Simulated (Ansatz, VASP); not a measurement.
# Two plane-wave programs on Cs

```
Cs
1.0
     0.00000    6.03673    6.03673
     6.03673    0.00000    6.03673
     6.03673    6.03673    0.00000
Cs
2
Direct
  0.12500 0.12500 0.12500
  0.87500 0.87500 0.87500
```

Alike in both runs: task single point; functional BLYP; k mesh 5 × 5 × 5; occupations fermi-dirac, width 0.1 eV; no spin polarisation.

```csv
,VASP,Ansatz
version,VASP 6.6.1,Ansatz 0.2.0
potentials or method,"VASP PAW PBE potentials, release 64 (Cs_sv), cutoff 520 eV","plane waves (420 eV) with PAW, scalar-relativistic"
valence electrons in the cell,18,18
```

```csv
,VASP,Ansatz,Ansatz less VASP
pressure (GPa),0.0,0.0,0.00
```

VASP's potentials were made for PBE, not for BLYP. With one functional, cell and mesh, what is left measures potentials, basis and numerics. Ansatz's warnings: xc potential rough in thin density.

Neither program's run includes spin-orbit coupling.
